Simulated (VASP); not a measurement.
# Cu (Fm-3m) in VASP: notebook, part 2 of 2

VASP 6.6.1. Earlier steps stand in the parts before.

### 3 Relaxation of cell and atoms, PBE, target pressure 21.1 GPa, at which the enthalpy is minimised

This run uses another cell than the first one, of 11.81 Å³/atom, 1.106 times its volume.

INCAR reads:

```
PREC     = Accurate       # precision mode
ENCUT    = 600            # plane-wave cutoff, eV
EDIFF    = 1E-6           # SCF threshold, eV
ISMEAR   = 0              # smearing method
SIGMA    = 0.1            # smearing width, eV
LREAL    = False          # projectors in reciprocal space
LASPH    = True           # aspherical terms in the spheres
NELM     = 100            # most SCF steps
ALGO     = Normal         # electronic algorithm
ISIF     = 3              # what is computed and relaxed
LWAVE    = False          # write WAVECAR
LCHARG   = False          # write CHGCAR
GGA      = PE             # functional
IBRION   = 2              # ionic algorithm
NSW      = 80             # ionic steps
EDIFFG   = -0.05          # ionic threshold
PSTRESS  = 211.0
```

KPOINTS reads:

```
Automatic mesh
0
Gamma
  10 10 10
```

POSCAR reads:

```
Cu
1.0
    0.0000000000      1.8075000000      1.8075000000
    1.8075000000      0.0000000000      1.8075000000
    1.8075000000      1.8075000000      0.0000000000
Cu
1
Direct
    0.0000000000      0.0000000000      0.0000000000
```

Potentials or basis: VASP PAW PBE potentials, release 64 (Cu).

Run with:

```sh
> cat potpaw_PBE.64/Cu/POTCAR > POTCAR
> mpirun -np 1 vasp_std > vasp.out
```

OUTCAR:

```text
PREC = Accurate
   ENCUT = 600
   EDIFF = 1E-6
   ISMEAR = 0
   LREAL = False
   LASPH = True
   NELM = 100
   ISIF = 3
   GGA = PE
   IBRION = 2
   NSW = 80
   EDIFFG = -0.05
   PSTRESS = 211.0

 ion  position               nearest neighbor table
   1  0.000  0.000  0.000-

  LATTYP: Found a face centered cubic cell.
 ALAT       =     3.6150000000

  Lattice vectors:

 A1 = (   0.0000000000,   1.8075000000,   1.8075000000)
 A2 = (   1.8075000000,   0.0000000000,   1.8075000000)
 A3 = (   1.8075000000,   1.8075000000,   0.0000000000)

Analysis of symmetry for initial positions (statically):
=====================================================================
 Subroutine PRICEL returns:
 Original cell was already a primitive cell.

 Routine SETGRP: Setting up the symmetry group for a
 face centered cubic supercell.

 Subroutine GETGRP returns: Found 48 space group operations
 (whereof 48 operations were pure point group operations)
 out of a pool of 48 trial point group operations.

The static configuration has the point symmetry O_h .

Analysis of symmetry for dynamics (positions and initial velocities):
=====================================================================
[... 162 lines left out ...]
  Direction    XX          YY          ZZ          XY          YZ          ZX
  --------------------------------------------------------------------------------------
  -------------------------------------------------------------------------------------
  Total        0.1917897      0.1917897      0.1917897      0.0000000      0.0000000     -0.0000000
  in kB       26.0178166     26.0178166     26.0178166      0.0000000      0.0000000     -0.0000000
  external PRESSURE =    -184.9821834 kB  Pullay stress =     211.0000000 kB
[... 24 lines left out ...]
--------------------------------------- Ionic step        2  -------------------------------------------

 number of electron      11.0000009 magnetization

 E-fermi :  10.3310     XC(G=0): -13.9583

 val. band max:       10.3040223579   @ k =  -0.2000   0.3000   0.1000
 cond. band min:      10.6452978842   @ k =   0.5000   0.3000   0.1000
 fundamental gap:      0.3412755263
 Fermi energy:        10.3310473676

 k-point     1 :       0.0000    0.0000    0.0000
  band No.  band energies     occupation
      1      -0.6130      2.00000
      2       6.6574      2.00000
      3       6.6574      2.00000
      4       6.6574      2.00000
      5       7.7857      2.00000
      6       7.7857      2.00000
      7      34.5980      0.00000
      8      38.8998      0.00000
      9      38.8998      0.00000
[... 312 lines left out ...]
--------------------------------------- Ionic step        3  -------------------------------------------

 number of electron      10.9999990 magnetization

 Free energy of the ion-electron system (eV)
  ---------------------------------------------------
  ext. energy  EPLUGINS =         0.00000000
  ---------------------------------------------------
  free energy    TOTEN  =        -3.64050339 eV

  energy without entropy =       -3.63694124  energy(sigma->0) =       -3.63872232

 E-fermi :   8.7230     XC(G=0): -13.2982

 val. band max:        8.6615905069   @ k =  -0.2000   0.3000   0.1000
 cond. band min:       8.9983246749   @ k =   0.5000   0.3000   0.1000
 fundamental gap:      0.3367341679
 Fermi energy:         8.7229682018

 k-point     1 :       0.0000    0.0000    0.0000
  band No.  band energies     occupation
      1      -1.2675      2.00000
      2       5.4931      2.00000
      3       5.4931      2.00000
      4       5.4931      2.00000
      5       6.4481      2.00000
      6       6.4481      2.00000
      7      32.2058      0.00000
      8      35.6173      0.00000
      9      35.6173      0.00000
[... 308 lines left out ...]
  energy  without entropy=       -3.6369412406  energy(sigma->0) =       -3.63872232

  enthalpy is  TOTEN    =        -2.2283000536 eV   P V=        1.4122033359

 reached required accuracy - stopping structural energy minimisation
```

OSZICAR:

```text
N       E                     dE             d eps       ncg     rms          rms(c)
DAV:   1     0.394735789478E+02    0.39474E+02   -0.62177E+03   862   0.231E+03
DAV:   2    -0.407669663990E+01   -0.43550E+02   -0.41540E+02   847   0.208E+02
DAV:   3    -0.461595291506E+01   -0.53926E+00   -0.53772E+00   979   0.339E+01
[... 24 lines left out ...]
DAV:   4    -0.364563946457E+01    0.72382E-01   -0.26869E-01  1199   0.978E+00    0.523E-01
DAV:   5    -0.364057997233E+01    0.50595E-02   -0.29792E-02   909   0.423E+00    0.934E-02
DAV:   6    -0.364051937926E+01    0.60593E-04   -0.19481E-04  1164   0.264E-01    0.405E-02
DAV:   7    -0.364050332707E+01    0.16052E-04   -0.12931E-04   890   0.270E-01    0.177E-03
DAV:   8    -0.364050338952E+01   -0.62449E-07   -0.46232E-07   522   0.122E-02
   3 F= -.22283001E+01 E0= -.22265190E+01  d E =-.703458E-01
```

Run time: 24 s. Hardware: 1 thread of Intel Xeon 8259CL, shared host; peak memory 0.13 GiB.

Results:

```yaml
Free_energy: -3.6405 eV
Relaxed_volume: 10.72 Å³/atom
Relaxed_cell: a = 2.475 Å, b = 2.475 Å, c = 2.475 Å, α = 60.00°, β = 60.00°, γ = 60.00°
Space_group_after_relaxing_to_0.05_Å: Fm-3m (No. 225)
Energy_change_on_relaxing_the_enthalpy_is_what_falls: +72.8 meV/atom
Ionic_steps: 3
Pressure_after_relaxing: 20.6 GPa
```

The path:
```csv
step,energy change (eV),largest force (eV/Å),pressure (GPa),volume (Å³)
1,0.0000,0.0000,2.60,11.81
2,0.3131,0.0000,52.86,9.63
3,0.0728,0.0000,20.63,10.72
```

Final structure:
```
CELL_PARAMETERS angstrom
0.00000 1.75024 1.75024
1.75024 0.00000 1.75024
1.75024 1.75024 0.00000
ATOMIC_POSITIONS crystal
Cu 0.00000 0.00000 0.00000
```

Caveat: the cell is relaxed towards a set pressure, so the enthalpy falls and the energy may rise.

### 4 Single point, PBE

INCAR reads:

```
SYSTEM = Cu
PREC = Accurate
ENCUT = 520
EDIFF = 1E-7
ISMEAR = -1
SIGMA = 0.1
LREAL = .FALSE.
LASPH = .TRUE.
NELM = 60
ALGO = Normal
ISIF = 2
LWAVE = .FALSE.
LCHARG = .TRUE.
GGA = PE
LELF = .TRUE.
LVHAR = .TRUE.
NBANDS = 12
```

KPOINTS reads:

```
Automatic mesh
0
G
  20 20 20
  0 0 0
```

POSCAR reads:

```
Cu
1.0
    0.0000000000      1.7479879867      1.7479879867
    1.7479879867      0.0000000000      1.7479879867
    1.7479879867      1.7479879867      0.0000000000
Cu
1
Direct
    0.0000000000      0.0000000000      0.0000000000
```

Potentials or basis: VASP PAW PBE potentials, release 64 (Cu).

Run with:

```sh
> cat potpaw_PBE.64/Cu/POTCAR > POTCAR
> mpirun -np 1 vasp_std > vasp.out
```

OUTCAR:

```text
SYSTEM = Cu
   PREC = Accurate
   ENCUT = 520
   EDIFF = 1E-7
   ISMEAR = -1
   LREAL = .FALSE.
   LASPH = .TRUE.
   NELM = 60
   ISIF = 2
   GGA = PE

 ion  position               nearest neighbor table
   1  0.000  0.000  0.000-

  LATTYP: Found a face centered cubic cell.
 ALAT       =     3.4959759734

  Lattice vectors:

 A1 = (   0.0000000000,   1.7479879867,   1.7479879867)
 A2 = (   1.7479879867,   0.0000000000,   1.7479879867)
 A3 = (   1.7479879867,   1.7479879867,   0.0000000000)

Analysis of symmetry for initial positions (statically):
=====================================================================
 Subroutine PRICEL returns:
 Original cell was already a primitive cell.

 Routine SETGRP: Setting up the symmetry group for a
 face centered cubic supercell.

 Subroutine GETGRP returns: Found 48 space group operations
 (whereof 48 operations were pure point group operations)
 out of a pool of 48 trial point group operations.

The static configuration has the point symmetry O_h .

Analysis of symmetry for dynamics (positions and initial velocities):
=====================================================================
 Subroutine PRICEL returns:
 Original cell was already a primitive cell.

 Routine SETGRP: Setting up the symmetry group for a
 face centered cubic supercell.

 Subroutine GETGRP returns: Found 48 space group operations
 (whereof 48 operations were pure point group operations)
 out of a pool of 48 trial point group operations.

The dynamic configuration has the point symmetry O_h .

 Subroutine INISYM returns: Found 48 space group operations
 (whereof 48 operations are pure point group operations),
 and found     1 'primitive' translations

----------------------------------------------------------------------------------------

                                     Primitive cell

  volume of cell :      10.6818

  direct lattice vectors                    reciprocal lattice vectors
[... 105 lines left out ...]
     AMIX_MAG =   1.60;   BMIX_MAG =  1.00
  volume/ion in A,a.u.               =      10.68        72.08
  Fermi-wavevector in a.u.,A,eV,Ry     =   1.653194  3.124085 37.185430  2.733052
  Thomas-Fermi vector in A             =   2.741674
   LORBIT       =      0    0 simple, 1 ext, 2 COOP (PROOUT), +10 PAW based schemes
   GGA     = PE    functional components
   LHFCALC =     F    Hartree Fock is set to
   AEXX    =    0.0000 exact exchange contribution
   IVDW    =     0    specifies the selected vdW correction
   LEPSILON=     F    determine dielectric tensor
   LRPA    =     F    only Hartree local field effects (RPA)
 non-spin polarized calculation
  energy-cutoff  :      520.00
  volume of cell :       10.68
 maximum number of plane-waves:       303
   NGX =  9   NGY =  9   NGZ =  9

 number of electron      10.9999991 magnetization

 Free energy of the ion-electron system (eV)
  ---------------------------------------------------
  ext. energy  EPLUGINS =         0.00000000
  ---------------------------------------------------
  free energy    TOTEN  =        -3.65327843 eV

  energy without entropy =       -3.64433900  energy(sigma->0) =       -3.64880872

 E-fermi :   8.9142     XC(G=0): -13.3200

 val. band max:        8.9057902740   @ k =   0.5000   0.2500   0.1000
 cond. band min:       8.9344052970   @ k =   0.4500   0.3500   0.0000
 fundamental gap:      0.0286150230
 Fermi energy:         8.9141704919

 k-point     1 :       0.0000    0.0000    0.0000
  band No.  band energies     occupation
      1      -1.2450      2.00000
      2       5.5431      2.00000
      3       5.5431      2.00000
      4       5.5431      2.00000
      5       6.5038      2.00000
      6       6.5038      2.00000
      7      32.2904      0.00000
      8      35.7330      0.00000
      9      35.7330      0.00000
     10      35.7330      0.00000
     11      38.3542      0.00000
     12      38.3542      0.00000
[... 331 lines left out ...]
 k-point    24 :      -0.3500    0.0500    0.0000
  band No.  band energies     occupation
      1       2.7700      2.00000
      2       5.5694      2.00000
      3       5.6166      2.00000
      4       5.7296      2.00000
      5       6.8691      2.00000
      6       7.1880      2.00000
      7      16.8060      0.00000
      8      29.8316      0.00000
      9      32.2404      0.00000
     10      33.7827      0.00000
     11      35.8486      0.00000
     12      37.7533      0.00000

 [... further k-points ...]
[... 5 lines left out ...]
  --------------------------------------------------------------------------------------
  -------------------------------------------------------------------------------------
  Total        1.4421968      1.4421968      1.4421968      0.0000000      0.0000000      0.0000000
  in kB      216.3165618    216.3165618    216.3165618      0.0000000      0.0000000      0.0000000
  external PRESSURE =     216.3165618 kB  Pullay stress =       0.0000000 kB

 VOLUME and BASIS-vectors are now :
 -----------------------------------------------------------------------------
  energy-cutoff  :      520.00
  volume of cell :       10.68
      direct lattice vectors                 reciprocal lattice vectors
     0.000000000  1.747987987  1.747987987    -0.286043156  0.286043156  0.286043156
     1.747987987  0.000000000  1.747987987     0.286043156 -0.286043156  0.286043156
     1.747987987  1.747987987  0.000000000     0.286043156  0.286043156 -0.286043156

 POSITION                                       TOTAL-FORCE (eV/Angst)
 -----------------------------------------------------------------------------------
      0.00000      0.00000      0.00000         0.000000      0.000000      0.000000
 -----------------------------------------------------------------------------------
    total drift:                                0.000000     -0.000000      0.000000

  FREE ENERGIE OF THE ION-ELECTRON SYSTEM (eV)
  ---------------------------------------------------
  free  energy   TOTEN  =        -3.6532784329 eV

  energy  without entropy=       -3.6443389996  energy(sigma->0) =       -3.64880872
```

Run time: 47 s. Hardware: 1 thread of Intel Xeon 8259CL, shared host; peak memory 0.14 GiB.

What came out:

```
Free energy : -3.6533 eV
Pressure    : 21.6 GPa
```

Levels at points of the mesh, in eV from the Fermi level:
| k point | band 3 | band 4 | band 5 | band 6 | band 7 | band 8 | band 9 | band 10 |
| --- | --- | --- | --- | --- | --- | --- | --- | --- |
| (0.00, 0.00, 0.00) | -3.37 | -3.37 | -2.41 | -2.41 | 23.38 | 26.82 | 26.82 | 26.82 |
| (0.50, 0.00, 0.00) | -3.41 | -1.75 | -1.75 | -1.32 | 4.28 | 21.82 | 23.67 | 23.67 |
| (0.50, 0.50, 0.00) | -1.77 | -1.58 | -1.58 | 1.41 | 7.83 | 13.87 | 13.87 | 18.63 |

### 5 Relaxation of cell and atoms, PBE, target pressure 21.1 GPa, at which the enthalpy is minimised

INCAR reads:

```
SYSTEM = Cu
PREC = Accurate
ENCUT = 600
EDIFF = 1E-7
ISMEAR = -1
SIGMA = 0.1
LREAL = .FALSE.
LASPH = .TRUE.
NELM = 60
ALGO = Fast
ISIF = 3
LWAVE = .FALSE.
LCHARG = .FALSE.
GGA = PE
IBRION = 2
NSW = 80
EDIFFG = -0.002
PSTRESS = 211.0
```

KPOINTS reads:

```
regular mesh
0
G
  20 20 20
  0 0 0
```

POSCAR reads:

```
Cu
1.0
    0.0000000000      1.7477826187      1.7477826187
    1.7477826187      0.0000000000      1.7477826187
    1.7477826187      1.7477826187      0.0000000000
Cu
1
Direct
    0.0000000000      0.0000000000      0.0000000000
```

Potentials or basis: VASP PAW PBE potentials, release 64 (Cu).

Run with:

```sh
> cat potpaw_PBE.64/Cu/POTCAR > POTCAR
> mpirun -np 1 vasp_std > vasp.out
```

OUTCAR:

```text
SYSTEM = Cu
   PREC = Accurate
   ENCUT = 600
   EDIFF = 1E-7
   ISMEAR = -1
   LREAL = .FALSE.
   LASPH = .TRUE.
   NELM = 60
   ISIF = 3
   GGA = PE
   IBRION = 2
   NSW = 80
   EDIFFG = -0.002
   PSTRESS = 211.0

 ion  position               nearest neighbor table
   1  0.000  0.000  0.000-

  LATTYP: Found a face centered cubic cell.
 ALAT       =     3.4955652374

  Lattice vectors:

 A1 = (   0.0000000000,   1.7477826187,   1.7477826187)
 A2 = (   1.7477826187,   0.0000000000,   1.7477826187)
 A3 = (   1.7477826187,   1.7477826187,   0.0000000000)

Analysis of symmetry for initial positions (statically):
=====================================================================
 Subroutine PRICEL returns:
 Original cell was already a primitive cell.
[... 362 lines left out ...]
  free energy    TOTEN  =        -3.65729476 eV

  energy without entropy =       -3.64834264  energy(sigma->0) =       -3.65281870

 E-fermi :   8.8757     XC(G=0): -13.3035

 val. band max:        8.8665678777   @ k =   0.5000   0.2500   0.1000
 cond. band min:       8.8968704062   @ k =   0.4500   0.3500   0.0000
 fundamental gap:      0.0303025285
 Fermi energy:         8.8757442834

 k-point     1 :       0.0000    0.0000    0.0000
  band No.  band energies     occupation
      1      -1.2603      2.00000
      2       5.5148      2.00000
      3       5.5148      2.00000
      4       5.5148      2.00000
      5       6.4716      2.00000
      6       6.4716      2.00000
      7      32.2306      0.00000
      8      35.6516      0.00000
      9      35.6516      0.00000
[... 265 lines left out ...]
 k-point    24 :      -0.3500    0.0500    0.0000
  band No.  band energies     occupation
      1       2.7491      2.00000
      2       5.5412      2.00000
      3       5.5882      2.00000
      4       5.7017      2.00000
      5       6.8354      2.00000
      6       7.1532      2.00000
      7      16.7504      0.00000
      8      29.7634      0.00000
      9      32.1694      0.00000

 [... further k-points ...]
[... 5 lines left out ...]
  --------------------------------------------------------------------------------------
  -------------------------------------------------------------------------------------
  Total        1.4094039      1.4094039      1.4094039      0.0000000      0.0000000     -0.0000000
  in kB      210.8200794    210.8200794    210.8200794      0.0000000      0.0000000     -0.0000000
  external PRESSURE =      -0.1799206 kB  Pullay stress =     211.0000000 kB
[... 20 lines left out ...]
  energy  without entropy=       -3.6483426383  energy(sigma->0) =       -3.65281870

  enthalpy is  TOTEN    =        -2.2466879943 eV   P V=        1.4106067660

 reached required accuracy - stopping structural energy minimisation
```

OSZICAR:

```text
N       E                     dE             d eps       ncg     rms          rms(c)
DAV:   1     0.370866299501E+02    0.37087E+02   -0.62450E+03  4744   0.235E+03
DAV:   2    -0.413960386234E+01   -0.41226E+02   -0.39127E+02  4646   0.206E+02
[... 72 lines left out ...]
DAV:   1    -0.365729721875E+01   -0.86753E-05   -0.56338E-08  3200   0.254E-03    0.383E-04
RMM:   2    -0.365729720318E+01    0.15566E-07   -0.20462E-08  2328   0.354E-03
  10 F= -.22466880E+01 E0= -.22422118E+01  d E =0.550316E-07
       N       E                     dE             d eps       ncg     rms          rms(c)
DAV:   1    -0.365729475981E+01    0.24589E-05   -0.32014E-09  2449   0.934E-04    0.259E-04
RMM:   2    -0.365729476031E+01   -0.49954E-09   -0.25808E-09  1732   0.127E-03
  11 F= -.22466880E+01 E0= -.22422119E+01  d E =0.505477E-07
```

It took 3.7 min on 1 thread of Intel Xeon 8259CL, shared host; peak memory 0.16 GiB.

Results:

- Free energy: -3.6573 eV
- Relaxed volume: 10.71 Å³/atom
- Relaxed cell: a = 2.474 Å, b = 2.474 Å, c = 2.474 Å, α = 60.00°, β = 60.00°, γ = 60.00°
- Space group after relaxing (to 0.05 Å): Fm-3m (No. 225)
- Energy change on relaxing (the enthalpy is what falls): -4.4 meV/atom
- Ionic steps: 11
- Pressure after relaxing: 21.1 GPa

The path:
| step | energy change (eV) | largest force (eV/Å) | pressure (GPa) | volume (Å³) |
| --- | --- | --- | --- | --- |
| 1 | 0.0000 | 0.0000 | 21.81 | 10.68 |
| 2 | -0.0095 | 0.0000 | 20.07 | 10.75 |
| 3 | -0.0042 | 0.0000 | 21.15 | 10.71 |
| 4 | -0.0045 | 0.0000 | 21.07 | 10.71 |
| 5 | -0.0044 | 0.0000 | 21.20 | 10.71 |
| 6 | -0.0046 | 0.0000 | 21.05 | 10.71 |
| 7 | -0.0045 | 0.0000 | 21.00 | 10.71 |
| 8 | -0.0044 | 0.0000 | 21.01 | 10.71 |
| 9 | -0.0044 | 0.0000 | 21.34 | 10.71 |
| 10 | -0.0044 | 0.0000 | 21.01 | 10.71 |
| 11 | -0.0044 | 0.0000 | 21.08 | 10.71 |

Final structure:
```
Cu
1.0
     0.00000    1.74958    1.74958
     1.74958    0.00000    1.74958
     1.74958    1.74958    0.00000
Cu
1
Direct
  0.00000 0.00000 0.00000
```

Caveat: the cell is relaxed towards a set pressure, so the enthalpy falls and the energy may rise. Zero-point motion and thermal expansion aren't in these numbers.

### 6 The runs side by side

| task | cell | k mesh | cutoff (eV) | smearing | gap on the mesh (eV) | pressure (GPa) |
| --- | --- | --- | --- | --- | --- | --- |
| relaxation of cell and atoms | relaxed to 21.1 GPa from a = 2.472 Å, angles 60.0°, 1 atom | 10 × 10 × 10 | 600 | gaussian 0.1 eV | none | 21.7 |
| relaxation of cell and atoms | relaxed to 21.1 GPa from a = 2.556 Å, angles 60.0°, 1 atom | 10 × 10 × 10 | 600 | gaussian 0.1 eV | none | 20.6 |
| single point | a = 2.472 Å, angles 60.0°, 1 atom | 20 × 20 × 20 | 520 | fermi-dirac 0.1 eV | none | 21.6 |
| relaxation of cell and atoms | relaxed to 21.1 GPa from a = 2.472 Å, angles 60.0°, 1 atom | 20 × 20 × 20 | 600 | fermi-dirac 0.1 eV | none | 21.1 |

Alike in all rows: level PBE; potentials or basis VASP PAW PBE potentials, release 64 (Cu); no spin polarisation.

Caveats: the cell is relaxed towards a set pressure, so the enthalpy falls and the energy may rise (some runs); the relaxation stopped at its first step, so nothing moved (some runs).

Total energies depend on the potentials used, so only differences within one code and one set of settings carry meaning.
